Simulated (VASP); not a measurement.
As, 2 atoms in the cell. It takes space group R-3m (No. 166, trigonal). Conventional cell: a = 3.755 Å, b = 3.755 Å, c = 11.113 Å, α = 90.00°, β = 90.00°, γ = 120.00°. Within 3.3 Å of As (site symmetry 3m) lie 6 As at 2.52 to 3.25 Å. 

| Quantity | Value |
| --- | --- |
| Program | VASP 6.6.1 |
| Task | single point |
| Functional | PBEsol |
| Potentials or basis | VASP PAW PBE potentials, release 64 (As) |
| Cutoff | 500 eV |
| k mesh | 6 × 6 × 6 |
| Occupations | gaussian, width 0.1 eV |
| Spin | no spin polarisation |
| Dipole correction | no |
| Further INCAR settings | ALGO = Normal; EDIFF = 1e-06; NBANDS = 12 |

Potentials or basis: VASP PAW PBE potentials, release 64 (As).

The run is started by

```sh
$ cat potpaw_PBE.64/As/POTCAR > POTCAR
$ mpirun -np 1 vasp_std > vasp.out
```

Hardware: 1 thread of Intel Xeon 8259CL (shared host).

Problem. How long does it take, and how much memory?

Solution. Wall time 25 s on 1 thread of Intel Xeon 8259CL, on a shared host, peak memory 0.17 GiB. Counts: scf iterations 10, k points 32.
